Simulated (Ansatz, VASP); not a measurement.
# Two plane-wave programs on Si3P2

```xyz
5
Lattice="4.1730 0.0000 0.0000 -2.0865 3.6140 0.0000 0.0000 0.0000 5.0386" Properties=species:S:1:pos:R:3 pbc="T T T"
Si    0.0000    0.0000    0.0000
Si    0.0000    2.4093    3.1491
Si    2.0865    1.2047    1.8895
P     0.0000    2.4093    0.6953
P     2.0865    1.2047    4.3432
```

Alike in both runs: task relaxation of cell and atoms; functional PBE; k mesh 6 × 6 × 4; occupations gaussian, width 0.1 eV; no spin polarisation.

|  | VASP | Ansatz |
| --- | --- | --- |
| version | VASP 6.6.1 | Ansatz 0.2.0 |
| potentials or method | VASP PAW PBE potentials, release 64 (Si, P), cutoff 600 eV | scalar-relativistic, plane waves, PAW |
| valence electrons in the cell | 22 | 22 |

Ansatz gave:

```
gap on the k mesh at the Fermi level, each at its own relaxed structure (eV) : none
relaxed volume (Å³/atom)                                                     : 16.20
relaxed length of the cell vector where the two differ most in proportion (Å)              : 4.960
```

Q: Which values does VASP return?

A: gap on the k mesh at the Fermi level, each at its own relaxed structure (eV): none; relaxed volume (Å³/atom): 16.17; relaxed length of the cell vector where the two differ most in proportion (Å): 4.947.

A gap of «none» marks a metal or a gap that the smearing closes.
